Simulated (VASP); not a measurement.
# Nb: single point with r2SCAN

Crystal: Nb.

```
Nb
1.0
     0.00000    2.14283    2.14283
     2.14283    0.00000    2.14283
     2.14283    2.14283    0.00000
Nb
1
Direct
  0.00000 0.00000 0.00000
```

This isn't the form of Nb at room conditions, which is bcc.

* Program: VASP 6.6.1
* Task: single point
* Functional: r2SCAN
* Potentials or basis: VASP PAW PBE potentials, release 64 (Nb_sv)
* Cutoff: 520 eV
* k mesh: 11 × 11 × 11
* Occupations: fermi-dirac, width 0.05 eV
* Spin: no spin polarisation

```json
{
 "Pressure": "-8.2 GPa",
 "Band gap on the k mesh": "zero (an odd number of electrons rules out a gap without spin polarisation)"
}
```

Levels at points of the mesh, in eV from the Fermi level:
| k point | band 3 | band 4 | band 5 | band 6 | band 7 | band 8 | band 9 | band 10 |
| --- | --- | --- | --- | --- | --- | --- | --- | --- |
| (0.00, 0.00, 0.00) | -31.45 | -31.45 | -6.53 | 0.13 | 0.13 | 0.13 | 2.78 | 2.78 |

Wall time 76 s on 1 thread of Intel Xeon 8259CL, with other jobs on the host, peak memory 0.15 GiB.

Caveat: the cell stands under tension; the PAW data sets were made with another functional, which shifts forces and pressure a little.
